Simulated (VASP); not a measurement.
# MgO (P1) in VASP: a series of runs

MgO is run at these levels: PBEsol; tasks: single point.

Everything below comes from runs of VASP 6.6.1. Logs are shortened: lines on timing, memory, paths and dates and some standing lists are left out, and cuts for length are marked.

## (1) The cell of the first run

The typed cell holds 12 atoms: a = 2.981 Å, b = 2.981 Å, c = 16.146 Å, α = 85.77°, β = 87.88°, γ = 60.00°.

## (2) Single point, PBEsol (the part above a cut slid along it)

INCAR reads:

```
SYSTEM = MgO
PREC = Accurate
ENCUT = 520
EDIFF = 1E-6
ISMEAR = 0
SIGMA = 0.05
LREAL = .False.
LASPH = .True.
NELM = 80
ALGO = Normal
ISIF = 2
LWAVE = .False.
LCHARG = .True.
GGA = PS
LELF = .True.
LVHAR = .True.
NBANDS = 36
```

KPOINTS reads:

```
Automatic mesh
0
Gamma
  9 9 2
  0 0 0
```

POSCAR reads:

```
MgO
1.0
    2.1075959645     -2.1075959645      0.0000000000
    2.1075959645      0.0000000000     -2.1075959645
   10.1394476476      9.2964092618      8.4533708760
Mg O
6 6
Direct
    1.0000000000     -0.1360264531      0.3400661328
    0.3333333333      0.2577630816      0.1889256293
    0.6666666667      0.4701840121      0.4912066363
    1.0000000000      0.6826049427      0.7934876432
    0.3333333333      0.0763944774      0.6423471398
    0.6666666667      0.6515526163      0.0377851259
    0.6666666667      0.5608683142      0.2644958811
    0.0000000000     -0.0453421510      0.1133553776
    0.3333333333      0.1670787795      0.4156363846
    0.6666666667      0.3794997101      0.7179173915
    1.0000000000      0.7732892448      0.5667768880
    0.3333333333     -0.0142898247      0.8690578950
```

Potentials or basis: VASP PAW PBE potentials, release 64 (Mg, O).

Launch:

```
$ cat potpaw_PBE.64/Mg/POTCAR potpaw_PBE.64/O/POTCAR > POTCAR
$ mpirun -np 1 vasp_std > vasp.out
```

OUTCAR:

```text
SYSTEM = MgO
   PREC = Accurate
   ENCUT = 520
   EDIFF = 1E-6
   ISMEAR = 0
   LREAL = .False.
   LASPH = .True.
   NELM = 80
   ISIF = 2
   GGA = PS

 ion  position               nearest neighbor table
   1  0.000  0.864  0.340-   7 2.11   7 2.11   7 2.11   9 2.11   9 2.11   9 2.11   2 2.98   3 2.98
                             2 2.98   2 2.98   3 2.98   3 2.98
   2  0.333  0.258  0.189-   8 2.11   8 2.11   8 2.11   7 2.11   7 2.11   7 2.11   6 2.98   6 2.98
                             6 2.98   1 2.98   1 2.98   1 2.98
   3  0.667  0.470  0.491-   9 2.11  11 2.11  11 2.11   9 2.11  11 2.11   9 2.11   5 2.98   1 2.98
                             1 2.98   1 2.98   5 2.98   5 2.98
   4  0.000  0.683  0.793-  10 2.11  10 2.11  10 2.11  12 2.11  12 2.11  12 2.11   5 2.98   5 2.98
                             5 2.98
   5  0.333  0.076  0.642-  10 2.11  10 2.11  10 2.11  11 2.11  11 2.11  11 2.11   4 2.98   4 2.98
                             4 2.98   3 2.98   3 2.98   3 2.98
   6  0.667  0.652  0.038-   8 2.11   8 2.11   8 2.11   2 2.98   2 2.98   2 2.98
   7  0.667  0.561  0.264-   1 2.11   1 2.11   1 2.11   2 2.11   2 2.11   2 2.11
   8  0.000  0.955  0.113-   2 2.11   6 2.11   6 2.11   6 2.11   2 2.11   2 2.11
   9  0.333  0.167  0.416-   3 2.11   3 2.11   3 2.11   1 2.11   1 2.11   1 2.11
  10  0.667  0.379  0.718-   4 2.11   5 2.11   5 2.11   4 2.11   4 2.11   5 2.11
  11  0.000  0.773  0.567-   3 2.11   3 2.11   3 2.11   5 2.11   5 2.11   5 2.11
  12  0.333  0.986  0.869-   4 2.11   4 2.11   4 2.11

  LATTYP: Found a base centered monoclinic cell.
 ALAT       =     2.9805907970
 B/A-ratio  =     1.7320508076
 C/A-ratio  =     5.4170238608
 COS(beta)  =    -0.0738412845

  Lattice vectors:

 A1 = (  -2.1075959645,   2.1075959645,   0.0000000000)
 A2 = (   0.0000000000,  -2.1075959645,   2.1075959645)
 A3 = (  10.1394476476,   9.2964092618,   8.4533708760)

Analysis of symmetry for initial positions (statically):
=====================================================================
 Subroutine PRICEL returns:
 Original cell was already a primitive cell.

 Routine SETGRP: Setting up the symmetry group for a
 base centered monoclinic supercell.

 Subroutine GETGRP returns: Found  1 space group operations
 (whereof  1 operations were pure point group operations)
 out of a pool of  4 trial point group operations.

The static configuration has the point symmetry C_1 .

Analysis of symmetry for dynamics (positions and initial velocities):
=====================================================================
 Subroutine PRICEL returns:
 Original cell was already a primitive cell.

 Routine SETGRP: Setting up the symmetry group for a
 base centered monoclinic supercell.

 Subroutine GETGRP returns: Found  1 space group operations
 (whereof  1 operations were pure point group operations)
 out of a pool of  4 trial point group operations.

The dynamic configuration has the point symmetry C_1 .

 Subroutine INISYM returns: Found  1 space group operations
 (whereof  1 operations are pure point group operations),
 and found     1 'primitive' translations

----------------------------------------------------------------------------------------

                                     Primitive cell

  volume of cell :     123.8829

  direct lattice vectors                    reciprocal lattice vectors
     2.107595965 -2.107595965  0.000000000     0.158158081 -0.316316162  0.158158081
     2.107595965  0.000000000 -2.107595965     0.143815626  0.143815626 -0.330658617
    10.139447648  9.296409262  8.453370876     0.035856138  0.035856138  0.035856138

  length of vectors
     2.980590797  2.980590797 16.145931467     0.387406597  0.388202254  0.062104653

  position of ions in fractional coordinates (direct lattice)
     0.000000000  0.863973547  0.340066133
     0.333333333  0.257763082  0.188925629
     0.666666667  0.470184012  0.491206636
     0.000000000  0.682604943  0.793487643
     0.333333333  0.076394477  0.642347140
     0.666666667  0.651552616  0.037785126
     0.666666667  0.560868314  0.264495881
     0.000000000  0.954657849  0.113355378
     0.333333333  0.167078780  0.415636385
     0.666666667  0.379499710  0.717917392
     0.000000000  0.773289245  0.566776888
     0.333333333  0.985710175  0.869057895

  ion indices of the primitive-cell ions
   primitive index   ion index
                 1           1
                 2           2
                 3           3
                 4           4
                 5           5
                 6           6
                 7           7
                 8           8
                 9           9
                10          10
                11          11
                12          12

----------------------------------------------------------------------------------------

 KPOINTS: Automatic mesh

Automatic generation of k-mesh.
 Grid dimensions read from file:
 generate k-points for:    9    9    2

 Generating k-lattice:

  Cartesian coordinates                     Fractional coordinates (reciprocal lattice)
     0.017573120 -0.035146240  0.017573120     0.111111111  0.000000000  0.000000000
     0.015979514  0.015979514 -0.036739846     0.000000000  0.111111111 -0.000000000
     0.017928069  0.017928069  0.017928069     0.000000000  0.000000000  0.500000000

  Length of vectors
     0.043045177  0.043133584  0.031052326

  Shift w.r.t. Gamma in fractional coordinates (k-lattice)
     0.000000000  0.000000000  0.000000000

 Subroutine IBZKPT returns following result:
 ===========================================

 Found     82 irreducible k-points:

 Following reciprocal coordinates:
            Coordinates               Weight
  0.000000  0.000000  0.000000      1.000000
  0.111111  0.000000  0.000000      2.000000
  0.222222  0.000000 -0.000000      2.000000
  0.333333  0.000000 -0.000000      2.000000
  0.444444  0.000000 -0.000000      2.000000
  0.000000  0.111111  0.000000      2.000000
[... 16 lines left out ...]
  0.333333 -0.222222 -0.000000      2.000000
  0.000000  0.333333  0.000000      2.000000
 [... further k-points ...]
   k-points           NKPTS =     82   k-points in BZ     NKDIM =     82   number of bands    NBANDS=     36
   number of dos      NEDOS =    301   number of ions     NIONS =     12
   total plane-waves  NPLWV =  69120
   dimension x,y,z NGX =    24 NGY =   24 NGZ =  120
   dimension x,y,z NGXF=    48 NGYF=   48 NGZF=  240
   ions per type =               6   6
   NGX,Y,Z   is equivalent  to a cutoff of  13.39, 13.39, 12.36 a.u.
   NGXF,Y,Z  is equivalent  to a cutoff of  26.77, 26.77, 24.71 a.u.
 SYSTEM =  MgO
   PREC   = accura    normal or accurate (medium, high low for compatibility)
   ISTART =      0    job   : 0-new  1-cont  2-samecut
   ICHARG =      2    charge: 1-file 2-atom 10-const
   ISPIN  =      1    spin polarized calculation?
   LNONCOLLINEAR =      F non collinear calculations
   LSORBIT =      F    spin-orbit coupling
   LASPH  =      T    aspherical Exc in radial PAW
   ENCUT  =  520.0 eV  38.22 Ry    6.18 a.u.   5.54  5.54 30.02*2*pi/ulx,y,z
   NELM   =     80;   NELMIN=  2; NELMDL= -5     # of ELM steps
   EDIFF  = 0.1E-05   stopping-criterion for ELM
   LREAL  =      F    real-space projection
   EDIFFG = 0.1E-04   stopping-criterion for IOM
   NSW    =      0    number of steps for IOM
   IBRION =     -1    ionic relax: 0-MD 1-quasi-New 2-CG
   NFREE  =      0    steps in history (QN), initial steepest desc. (CG)
   ISIF   =      2    stress and relaxation
   ISYM   =      2    0-nonsym 1-usesym 2-fastsym
   POTIM  = 0.5000    time-step for ionic-motion
   TEBEG  =    0.0;   TEEND  =   0.0 temperature during run
   PSTRESS=    0.0 pullay stress
   NELECT =      48.0000    total number of electrons
   NUPDOWN=      -1.0000    fix difference up-down
   EMIN   =  10.00;   EMAX   =-10.00  energy-range for DOS
   EFERMI =   0.00;   METHOD = LEGACY
   ISMEAR =     0;   SIGMA  =   0.05  broadening in eV -4-tet -1-fermi 0-gaus
   EFERMI_NEDOS =   21; number of points for ismear=-14 and -15
   IALGO  =     38    algorithm
   IMIX   =      4    mixing-type and parameters
     AMIX     =   0.40;   BMIX     =  1.00
     AMIX_MAG =   1.60;   BMIX_MAG =  1.00
  volume/ion in A,a.u.               =      10.32        69.67
  Fermi-wavevector in a.u.,A,eV,Ry     =   1.193488  2.255366 19.380334  1.424414
  Thomas-Fermi vector in A             =   2.329501
   LORBIT       =      0    0 simple, 1 ext, 2 COOP (PROOUT), +10 PAW based schemes
   GGA     = PS    functional components
   LHFCALC =     F    Hartree Fock is set to
   AEXX    =    0.0000 exact exchange contribution
   IVDW    =     0    specifies the selected vdW correction
   LEPSILON=     F    determine dielectric tensor
   LRPA    =     F    only Hartree local field effects (RPA)
 non-spin polarized calculation
 Gauss-broadening in eV      SIGMA  =   0.05
  energy-cutoff  :      520.00
  volume of cell :      123.88
 maximum number of plane-waves:      3391
 NGX is ok and might be reduce to    24
   NGX = 11   NGY = 11   NGZ = 59

 number of electron      48.0000008 magnetization

 Free energy of the ion-electron system (eV)
  ---------------------------------------------------
  ext. energy  EPLUGINS =         0.00000000
  ---------------------------------------------------
  free energy    TOTEN  =       -70.82554123 eV

  energy without entropy =      -70.81979124  energy(sigma->0) =      -70.82266623

 E-fermi :   4.7380     XC(G=0): -10.7858

 val. band max:        4.7372991514   @ k =   0.1111  -0.1111  -0.0000
 cond. band min:       4.7821332639   @ k =  -0.2222  -0.2222  -0.0000
 fundamental gap:      0.0448341126
 Fermi energy:         4.7380149916

 k-point     1 :       0.0000    0.0000    0.0000
  band No.  band energies     occupation
      1     -16.5827      2.00000
      2     -15.5456      2.00000
      3     -14.6987      2.00000
      4     -13.8824      2.00000
      5     -13.0099      2.00000
      6     -11.2913      2.00000
[... 925 lines left out ...]
     35      13.8548      0.00000
     36      14.1406      0.00000

 [... further k-points ...]

------------------------ aborting loop because EDIFF is reached ----------------------------------------

  FORCE on cell =-STRESS in cart. coord.  units (eV):
  Direction    XX          YY          ZZ          XY          YZ          ZX
  --------------------------------------------------------------------------------------
  -------------------------------------------------------------------------------------
  Total       -1.2879951     -0.9628167     -1.4371281     -2.8832420     -2.7113661     -3.0894966
  in kB      -16.6576444    -12.4521107    -18.5863821    -37.2889773    -35.0661060    -39.9564691
  external PRESSURE =     -15.8987124 kB  Pullay stress =       0.0000000 kB

 VOLUME and BASIS-vectors are now :
 -----------------------------------------------------------------------------
  energy-cutoff  :      520.00
  volume of cell :      123.88
      direct lattice vectors                 reciprocal lattice vectors
     2.107595965 -2.107595965  0.000000000     0.158158081 -0.316316162  0.158158081
     2.107595965  0.000000000 -2.107595965     0.143815626  0.143815626 -0.330658617
    10.139447648  9.296409262  8.453370876     0.035856138  0.035856138  0.035856138

 POSITION                                       TOTAL-FORCE (eV/Angst)
 -----------------------------------------------------------------------------------
      5.26899      3.16139      1.05380         0.387054      0.386880      0.387015
      3.16139      1.05380      1.05380         0.454054      0.454140      0.454992
      7.37659      3.16139      3.16139         0.378544      0.378513      0.378510
      9.48418      7.37659      5.26899         1.048752      1.050351      1.055706
      7.37659      5.26899      5.26899         0.369243      0.369243      0.369026
      3.16139     -1.05380     -1.05380        -1.132770     -1.044661     -1.157584
      5.26899      1.05380      1.05380        -0.379648     -0.378533     -0.378992
      3.16139      1.05380     -1.05380        -0.337057     -0.297429     -0.319839
      5.26899      3.16139      3.16139        -0.378776     -0.378744     -0.378802
      9.48418      5.26899      5.26899        -0.410200     -0.411744     -0.414596
      7.37659      5.26899      3.16139        -0.378972     -0.379066     -0.379236
     11.59178      7.37659      5.26899         0.379777      0.251050      0.383801
 -----------------------------------------------------------------------------------
    total drift:                               -0.000292      0.000296      0.000530

  FREE ENERGIE OF THE ION-ELECTRON SYSTEM (eV)
  ---------------------------------------------------
  free  energy   TOTEN  =       -70.8255412281 eV

  energy  without entropy=      -70.8197912381  energy(sigma->0) =      -70.82266623
```

Wall time 4.1 min (1 thread of Intel Xeon 6975P-C (Granite Rapids), shared host); peak memory 0.43 GiB.

What came out:

```
Free energy            : -70.8255 eV
Pressure               : -1.6 GPa
Largest force          : 1.927 eV/Å
Band gap on the k mesh : zero (bands 24 and 25 overlap by 0.23 eV)
```

Forces in eV/Å, atoms in the order of the input:
```
Mg   0.387  0.387  0.387
Mg   0.454  0.454  0.455
Mg   0.379  0.379  0.379
Mg   1.049  1.050  1.056
Mg   0.369  0.369  0.369
Mg  -1.133 -1.045 -1.158
O   -0.380 -0.379 -0.379
O   -0.337 -0.297 -0.320
O   -0.379 -0.379 -0.379
O   -0.410 -0.412 -0.415
O   -0.379 -0.379 -0.379
O    0.380  0.251  0.384
```

Caveat: the cell differs from its parent crystal (the part above a cut slid along it); semilocal functionals underestimate gaps, and a narrow one can read as zero; the PAW data sets were made with another functional, which shifts forces and pressure a little.

## (3) Single point, PBEsol (the part above a cut slid along it)

INCAR reads:

```
SYSTEM = MgO
PREC = Accurate
ENCUT = 520
EDIFF = 1E-6
ISMEAR = 0
SIGMA = 0.05
LREAL = .FALSE.
LASPH = .TRUE.
NELM = 60
ALGO = Normal
ISIF = 2
LWAVE = .FALSE.
LCHARG = .FALSE.
GGA = PS
NBANDS = 36
```

KPOINTS reads:

```
Automatic mesh
0
G
  9 9 2
  0 0 0
```

POSCAR reads:

```
MgO
1.0
    2.1075959645     -2.1075959645      0.0000000000
    2.1075959645      0.0000000000     -2.1075959645
    9.7179284547      9.2964092618      8.8748900689
Mg O
6 6
Direct
    1.0000000000     -0.0680132266      0.3400661328
    0.3333333333      0.2955482075      0.1889256293
    0.6666666667      0.5684253394      0.4912066363
    1.0000000000      0.8413024714      0.7934876432
    0.3333333333      0.2048639054      0.6423471398
    0.6666666667      0.6591096415      0.0377851259
    0.6666666667      0.6137674905      0.2644958811
    0.0000000000     -0.0226710755      0.1133553776
    0.3333333333      0.2502060564      0.4156363846
    0.6666666667      0.5230831884      0.7179173915
    1.0000000000      0.8866446224      0.5667768880
    0.3333333333      0.1595217543      0.8690578950
```

Potentials or basis: VASP PAW PBE potentials, release 64 (Mg, O).

Launch:

```
$ cat potpaw_PBE.64/Mg/POTCAR potpaw_PBE.64/O/POTCAR > POTCAR
$ mpirun -np 1 vasp_std > vasp.out
```

It took 4.6 min on 1 thread of Intel Xeon 6975P-C (Granite Rapids), shared host; peak memory 0.42 GiB.

It converged, with:

* Free energy: -70.8208 eV
* Pressure: -1.7 GPa
* Largest force: 1.905 eV/Å
* Band gap on the k mesh: zero (bands 24 and 25 overlap by 0.23 eV)

Forces in eV/Å, atoms in the order of the input:
```
Mg   0.384  0.384  0.384
Mg   0.446  0.446  0.447
Mg   0.375  0.375  0.375
Mg   1.065  1.071  1.077
Mg   0.366  0.366  0.366
Mg  -1.091 -1.074 -1.135
O   -0.377 -0.376 -0.375
O   -0.341 -0.316 -0.314
O   -0.375 -0.375 -0.375
O   -0.407 -0.410 -0.414
O   -0.376 -0.376 -0.376
O    0.330  0.285  0.340
```

Stress tensor (GPa, compression positive):
```
-1.59 -3.87 -3.84
-3.87 -1.55 -3.52
-3.84 -3.52 -1.91
```

Levels at points of the mesh, in eV from the Fermi level:
| k point | band 22 | band 23 | band 24 | band 25 | band 26 | band 27 |
| --- | --- | --- | --- | --- | --- | --- |
| (0.00, 0.00, 0.00) | -1.60 | -0.63 | 0.22 | 0.23 | 2.06 | 2.92 |
| (0.00, 0.00, 0.50) | -1.60 | -0.54 | 0.22 | 0.23 | 1.91 | 3.15 |

Caveat: the cell differs from its parent crystal (the part above a cut slid along it); semilocal functionals underestimate gaps, and a narrow one can read as zero; the PAW data sets were made with another functional, which shifts forces and pressure a little.

The gap in the log of VASP goes by the Fermi energy; the results here count the filled bands.